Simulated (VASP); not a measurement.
Input of a VASP 6.6.1 run:

File INCAR:

```
SYSTEM = TaN
  ALGO = Normal
  EDIFF = 1E-6
  ENCUT = 520
  GGA = RP
  ISIF = 2
  ISMEAR = 0
  LASPH = .TRUE.
  LCHARG = .FALSE.
  LREAL = .FALSE.
  LWAVE = .FALSE.
  NBANDS = 24
  NELM = 100
  PREC = Accurate
  SIGMA = 0.15
```

Contents of KPOINTS:

```
k-points
0
G
  15 15 8
  0 0 0
```

POSCAR

```
TaN
1.0
    2.8891806446      0.0000000000      0.0000000000
   -1.4445903223      2.5021038344      0.0000000000
    0.0000000000      0.0000000000      5.8600190937
Ta N
2 2
Direct
   -0.0491488825      0.0000000000      0.0000000000
    0.0491488825      0.0000000000      0.5000000000
    0.3333333333      0.6666666667      0.2500000000
    0.6666666667      0.3333333333      0.7500000000
```

Potentials or basis: VASP PAW PBE potentials, release 64 (Ta_pv, N).

Command:

```console
$ cat potpaw_PBE.64/Ta_pv/POTCAR potpaw_PBE.64/N/POTCAR > POTCAR
$ mpirun -np 1 vasp_std > vasp.out
```

(1) What does it give for the pressure?

(2) Predict the largest force.

(3) Predict the band gap on the k mesh.

Answers

(1) 18.9 GPa.

(2) 2.031 eV/Å.

(3) zero (bands 16 and 17 overlap by 0.81 eV).

Caveat: the cell stands under pressure; the PAW data sets were made with another functional, which shifts forces and pressure a little; spin-orbit coupling is left out, which moves the levels of the heavy elements.
